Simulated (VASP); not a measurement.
A run of VASP 6.6.1:

INCAR

```
ALGO = Normal ; EDIFF = 1E-6
EDIFFG = -0.005 ; ENCUT = 600
GGA = PE ; IBRION = 2
ISIF = 3 ; ISMEAR = -1
LASPH = T ; LCHARG = F
LREAL = F ; LWAVE = F
NELM = 100 ; NSW = 60
PREC = Accurate ; PSTRESS = 120.0
SIGMA = 0.05
```

Contents of KPOINTS:

```
k-points
0
Gamma
  12 12 12
```

The input POSCAR:

```
PbO
1.0
    3.0488765092      0.0000000000      0.0000000000
    0.0000000000      3.0488765092      0.0000000000
    0.0000000000      0.0000000000      3.0488765092
Pb O
1 1
Direct
    0.0000000000      0.0000000000      0.0000000000
    0.5000000000      0.5000000000      0.5000000000
```

Potentials or basis: VASP PAW PBE potentials, release 64 (Pb_d, O).

Launch:

```console
$ cat potpaw_PBE.64/Pb_d/POTCAR potpaw_PBE.64/O/POTCAR > POTCAR
$ mpirun -np 1 vasp_std > vasp.out
```

Hardware: 1 thread of Intel(R) Xeon(R) 6975P-C (Granite Rapids), on a shared host.

Q: How long does it take, and how much memory?

A: Wall time 26 s on 1 thread of Intel(R) Xeon(R) 6975P-C (Granite Rapids) (shared host), peak memory 0.17 GiB. Counts: scf iterations 37, k points 84, ion steps 4.
